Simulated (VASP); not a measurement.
# Ir in VASP: single point with PBE

Aim: the single point of Ir with PBE.

Everything below comes from runs of VASP 6.6.1. Logs are shortened: lines on timing, memory, paths and dates and some standing lists are left out, and cuts for length are marked.

**1. The cell of the first run**

The cell holds a wire or tube with vacuum around it, 4 atoms: a = 10.900 Å, b = 11.200 Å, c = 3.789 Å, α = 90.00°, β = 90.00°, γ = 90.00°.

**2. Single point, PBE**

Contents of INCAR:

```
PREC = Accurate ; ENCUT = 420
EDIFF = 1E-6 ; ISMEAR = 0
SIGMA = 0.05 ; LREAL = F
LASPH = T ; NELM = 120
ALGO = Normal ; ISIF = 2
LWAVE = F ; LCHARG = F
GGA = PE ; NBANDS = 42
GGA_COMPAT = F
```

Contents of KPOINTS:

```
Automatic mesh
0
Gamma
  1 1 14
```

Contents of POSCAR:

```
Ir
1.0
   10.9000000000      0.0000000000      0.0000000000
    0.0000000000     11.2000000000      0.0000000000
    0.0000000000      0.0000000000      3.7889418040
Ir
4
Direct
    0.5792063206      0.5770858563      0.0000000000
    0.5792063206      0.4229141437      0.5000000000
    0.4207936794      0.5770858563      0.5000000000
    0.4207936794      0.4229141437      0.0000000000
```

Potentials or basis: VASP PAW PBE potentials, release 64 (Ir_sv_GW).

Launch:

```console
$ cat potpaw_PBE.64/Ir_sv_GW/POTCAR > POTCAR
$ mpirun -np 1 vasp_std > vasp.out
```

OUTCAR:

```text
PREC = Accurate
   ENCUT = 420
   EDIFF = 1E-6
   ISMEAR = 0
   LREAL = F
   LASPH = T
   NELM = 120
   ISIF = 2
   GGA = PE

 ion  position               nearest neighbor table
   1  0.579  0.577  0.000-   4 2.44   3 2.56   3 2.56   2 2.56   2 2.56
   2  0.579  0.423  0.500-   3 2.44   4 2.56   4 2.56   1 2.56   1 2.56
   3  0.421  0.577  0.500-   2 2.44   1 2.56   1 2.56   4 2.56   4 2.56
   4  0.421  0.423  0.000-   1 2.44   2 2.56   2 2.56   3 2.56   3 2.56

  LATTYP: Found a simple orthorhombic cell.
 ALAT       =     3.7889418040
 B/A-ratio  =     2.8767926677
 C/A-ratio  =     2.9559704475

  Lattice vectors:

 A1 = (   0.0000000000,   0.0000000000,   3.7889418040)
 A2 = (  10.9000000000,   0.0000000000,   0.0000000000)
 A3 = (   0.0000000000,  11.2000000000,   0.0000000000)

Analysis of symmetry for initial positions (statically):
=====================================================================
 Subroutine PRICEL returns:
 Original cell was already a primitive cell.

 Routine SETGRP: Setting up the symmetry group for a
 simple orthorhombic supercell.

 Subroutine GETGRP returns: Found  8 space group operations
 (whereof  4 operations were pure point group operations)
 out of a pool of  8 trial point group operations.

The static configuration has the point symmetry C_2h.
 The point group associated with its full space group is D_2h.

Analysis of symmetry for dynamics (positions and initial velocities):
=====================================================================
 Subroutine PRICEL returns:
 Original cell was already a primitive cell.

 Routine SETGRP: Setting up the symmetry group for a
 simple orthorhombic supercell.

 Subroutine GETGRP returns: Found  8 space group operations
 (whereof  4 operations were pure point group operations)
 out of a pool of  8 trial point group operations.

The dynamic configuration has the point symmetry C_2h.
 The point group associated with its full space group is D_2h.

 Subroutine INISYM returns: Found  8 space group operations
 (whereof  4 operations are pure point group operations),
 and found     1 'primitive' translations

----------------------------------------------------------------------------------------

                                     Primitive cell

  volume of cell :     462.5540

  direct lattice vectors                    reciprocal lattice vectors
    10.900000000  0.000000000  0.000000000     0.091743119  0.000000000  0.000000000
     0.000000000 11.200000000  0.000000000     0.000000000  0.089285714  0.000000000
     0.000000000  0.000000000  3.788941804     0.000000000  0.000000000  0.263925933

  length of vectors
    10.900000000 11.200000000  3.788941804     0.091743119  0.089285714  0.263925933

  position of ions in fractional coordinates (direct lattice)
     0.579206321  0.577085856  0.000000000
     0.579206321  0.422914144  0.500000000
     0.420793679  0.577085856  0.500000000
     0.420793679  0.422914144  0.000000000

  ion indices of the primitive-cell ions
   primitive index   ion index
                 1           1
                 2           2
                 3           3
                 4           4

----------------------------------------------------------------------------------------

 KPOINTS: Automatic mesh

Automatic generation of k-mesh.
 Grid dimensions read from file:
 generate k-points for:    1    1   14

 Generating k-lattice:

  Cartesian coordinates                     Fractional coordinates (reciprocal lattice)
     0.091743119  0.000000000  0.000000000     1.000000000  0.000000000  0.000000000
     0.000000000  0.089285714  0.000000000     0.000000000  1.000000000  0.000000000
     0.000000000  0.000000000  0.018851852     0.000000000  0.000000000  0.071428571

  Length of vectors
     0.091743119  0.089285714  0.018851852

  Shift w.r.t. Gamma in fractional coordinates (k-lattice)
     0.000000000  0.000000000  0.000000000

 Subroutine IBZKPT returns following result:
 ===========================================

 Found      8 irreducible k-points:

 Following reciprocal coordinates:
            Coordinates               Weight
  0.000000  0.000000  0.000000      1.000000
  0.000000  0.000000  0.071429      2.000000
  0.000000  0.000000  0.142857      2.000000
  0.000000  0.000000  0.214286      2.000000
  0.000000  0.000000  0.285714      2.000000
  0.000000  0.000000  0.357143      2.000000
  0.000000  0.000000  0.428571      2.000000
  0.000000  0.000000  0.500000      1.000000
   k-points           NKPTS =      8   k-points in BZ     NKDIM =      8   number of bands    NBANDS=     42
   number of dos      NEDOS =    301   number of ions     NIONS =      4
   total plane-waves  NPLWV = 179200
   dimension x,y,z NGX =    80 NGY =   80 NGZ =   28
   dimension x,y,z NGXF=   160 NGYF=  160 NGZF=   56
   ions per type =               4
   NGX,Y,Z   is equivalent  to a cutoff of  12.20, 11.87, 12.29 a.u.
   NGXF,Y,Z  is equivalent  to a cutoff of  24.40, 23.75, 24.57 a.u.
 SYSTEM =  unknown system
   PREC   = accura    normal or accurate (medium, high low for compatibility)
   ISTART =      0    job   : 0-new  1-cont  2-samecut
   ICHARG =      2    charge: 1-file 2-atom 10-const
   ISPIN  =      1    spin polarized calculation?
   LNONCOLLINEAR =      F non collinear calculations
   LSORBIT =      F    spin-orbit coupling
   LASPH  =      T    aspherical Exc in radial PAW
   ENCUT  =  420.0 eV  30.87 Ry    5.56 a.u.  18.21 18.72  6.33*2*pi/ulx,y,z
   NELM   =    120;   NELMIN=  2; NELMDL= -5     # of ELM steps
   EDIFF  = 0.1E-05   stopping-criterion for ELM
   LREAL  =      F    real-space projection
   EDIFFG = 0.1E-04   stopping-criterion for IOM
   NSW    =      0    number of steps for IOM
   IBRION =     -1    ionic relax: 0-MD 1-quasi-New 2-CG
   NFREE  =      0    steps in history (QN), initial steepest desc. (CG)
   ISIF   =      2    stress and relaxation
   ISYM   =      2    0-nonsym 1-usesym 2-fastsym
   POTIM  = 0.5000    time-step for ionic-motion
   TEBEG  =    0.0;   TEEND  =   0.0 temperature during run
   PSTRESS=    0.0 pullay stress
   NELECT =      68.0000    total number of electrons
   NUPDOWN=      -1.0000    fix difference up-down
   EMIN   =  10.00;   EMAX   =-10.00  energy-range for DOS
   EFERMI =   0.00;   METHOD = LEGACY
   ISMEAR =     0;   SIGMA  =   0.05  broadening in eV -4-tet -1-fermi 0-gaus
   EFERMI_NEDOS =   21; number of points for ismear=-14 and -15
   IALGO  =     38    algorithm
   IMIX   =      4    mixing-type and parameters
     AMIX     =   0.40;   BMIX     =  1.00
     AMIX_MAG =   1.60;   BMIX_MAG =  1.00
  volume/ion in A,a.u.               =     115.64       780.37
  Fermi-wavevector in a.u.,A,eV,Ry     =   0.864020  1.632761 10.157158  0.746530
  Thomas-Fermi vector in A             =   1.982055
   LORBIT       =      0    0 simple, 1 ext, 2 COOP (PROOUT), +10 PAW based schemes
   GGA     = PE    functional components
   LHFCALC =     F    Hartree Fock is set to
   AEXX    =    0.0000 exact exchange contribution
   IVDW    =     0    specifies the selected vdW correction
   LEPSILON=     F    determine dielectric tensor
   LRPA    =     F    only Hartree local field effects (RPA)
 non-spin polarized calculation
 Gauss-broadening in eV      SIGMA  =   0.05
  energy-cutoff  :      420.00
  volume of cell :      462.55
 maximum number of plane-waves:      9064
 NGX is ok and might be reduce to    80
   NGX = 37   NGY = 37   NGZ = 13

 number of electron      68.0000000 magnetization

 Free energy of the ion-electron system (eV)
  ---------------------------------------------------
  ext. energy  EPLUGINS =         0.00000000
  ---------------------------------------------------
  free energy    TOTEN  =       -26.35935836 eV

  energy without entropy =      -26.34926299  energy(sigma->0) =      -26.35431067

 E-fermi :  -2.4096     XC(G=0):  -3.3121

 val. band max:       -2.5069604948   @ k =   0.0000   0.0000   0.0000
 cond. band min:      -2.4063508819   @ k =   0.0000   0.0000   0.0714
 fundamental gap:      0.1006096129
 Fermi energy:        -2.4095670876

 k-point     1 :       0.0000    0.0000    0.0000
  band No.  band energies     occupation
      1     -94.6066      2.00000
      2     -94.5135      2.00000
      3     -94.5135      2.00000
      4     -94.5105      2.00000
      5     -52.1515      2.00000
      6     -51.9791      2.00000
[... 34 lines left out ...]
     41       0.5044      0.00000
     42       0.6354      0.00000

 k-point     2 :       0.0000    0.0000    0.0714
  band No.  band energies     occupation
      1     -94.6054      2.00000
      2     -94.5135      2.00000
      3     -94.5135      2.00000
      4     -94.5117      2.00000
      5     -52.1514      2.00000
      6     -51.9894      2.00000
[... 34 lines left out ...]
     41       0.5531      0.00000
     42       0.9371      0.00000

 k-point     3 :       0.0000    0.0000    0.1429
  band No.  band energies     occupation
      1     -94.6018      2.00000
      2     -94.5152      2.00000
      3     -94.5135      2.00000
      4     -94.5135      2.00000
      5     -52.1507      2.00000
      6     -52.0138      2.00000
[... 34 lines left out ...]
     41       0.6979      0.00000
     42       1.4490      0.00000

 k-point     4 :       0.0000    0.0000    0.2143
  band No.  band energies     occupation
      1     -94.5961      2.00000
      2     -94.5209      2.00000
      3     -94.5135      2.00000
      4     -94.5134      2.00000
      5     -52.1493      2.00000
      6     -52.0422      2.00000
[... 34 lines left out ...]
     41       0.9352      0.00000
     42       1.8365      0.00000

 k-point     5 :       0.0000    0.0000    0.2857
  band No.  band energies     occupation
      1     -94.5885      2.00000
      2     -94.5286      2.00000
      3     -94.5134      2.00000
      4     -94.5134      2.00000
      5     -52.1468      2.00000
      6     -52.0692      2.00000
[... 34 lines left out ...]
     41       1.2524      0.00000
     42       1.3282      0.00000

 k-point     6 :       0.0000    0.0000    0.3571
  band No.  band energies     occupation
      1     -94.5794      2.00000
      2     -94.5377      2.00000
      3     -94.5134      2.00000
      4     -94.5134      2.00000
      5     -52.1424      2.00000
      6     -52.0924      2.00000
[... 34 lines left out ...]
     41       1.4205      0.00000
     42       1.6112      0.00000

 k-point     7 :       0.0000    0.0000    0.4286
  band No.  band energies     occupation
      1     -94.5692      2.00000
      2     -94.5478      2.00000
      3     -94.5133      2.00000
      4     -94.5133      2.00000
      5     -52.1355      2.00000
      6     -52.1111      2.00000
[... 34 lines left out ...]
     41       1.6879      0.00000
     42       1.7051      0.00000

 k-point     8 :       0.0000    0.0000    0.5000
  band No.  band energies     occupation
      1     -94.5585      2.00000
      2     -94.5585      2.00000
      3     -94.5133      2.00000
      4     -94.5133      2.00000
      5     -52.1253      2.00000
      6     -52.1253      2.00000
[... 34 lines left out ...]
     41       0.8611      0.00000
     42       0.8611      0.00000

------------------------ aborting loop because EDIFF is reached ----------------------------------------

  FORCE on cell =-STRESS in cart. coord.  units (eV):
  Direction    XX          YY          ZZ          XY          YZ          ZX
  --------------------------------------------------------------------------------------
  -------------------------------------------------------------------------------------
  Total       -0.7031475     -0.7086246     -0.6489334      0.0000000      0.0000000      0.0000000
  in kB       -2.4355359     -2.4545073     -2.2477513      0.0000000      0.0000000      0.0000000
  external PRESSURE =      -2.3792649 kB  Pullay stress =       0.0000000 kB

 VOLUME and BASIS-vectors are now :
 -----------------------------------------------------------------------------
  energy-cutoff  :      420.00
  volume of cell :      462.55
      direct lattice vectors                 reciprocal lattice vectors
    10.900000000  0.000000000  0.000000000     0.091743119  0.000000000  0.000000000
     0.000000000 11.200000000  0.000000000     0.000000000  0.089285714  0.000000000
     0.000000000  0.000000000  3.788941804     0.000000000  0.000000000  0.263925933

 POSITION                                       TOTAL-FORCE (eV/Angst)
 -----------------------------------------------------------------------------------
      6.31335      6.46336      0.00000         0.029056      0.028779      0.000000
      6.31335      4.73664      1.89447         0.029056     -0.028779      0.000000
      4.58665      6.46336      1.89447        -0.029056      0.028779      0.000000
      4.58665      4.73664      0.00000        -0.029056     -0.028779      0.000000
 -----------------------------------------------------------------------------------
    total drift:                                0.000000     -0.000000      0.000000

  FREE ENERGIE OF THE ION-ELECTRON SYSTEM (eV)
  ---------------------------------------------------
  free  energy   TOTEN  =       -26.3593583560 eV

  energy  without entropy=      -26.3492629852  energy(sigma->0) =      -26.35431067
```

Run time: 2.2 min. Hardware: 1 thread of Intel Xeon Platinum 8488C (Sapphire Rapids), shared host; peak memory 0.43 GiB.

What came out:

| Property | Result |
| --- | --- |
| Free energy | -26.3594 eV |
| Largest force | 0.041 eV/Å |
| Band gap on the k mesh | zero (bands 34 and 35 overlap by 0.22 eV) |

Forces on the atoms (eV/Å):
```
Ir   0.029  0.029  0.000
Ir   0.029 -0.029  0.000
Ir  -0.029  0.029  0.000
Ir  -0.029 -0.029  0.000
```

Caveat: spin-orbit coupling is left out, which moves the levels of the heavy elements.

The gap in the log of VASP goes by the Fermi energy; the results here count the filled bands.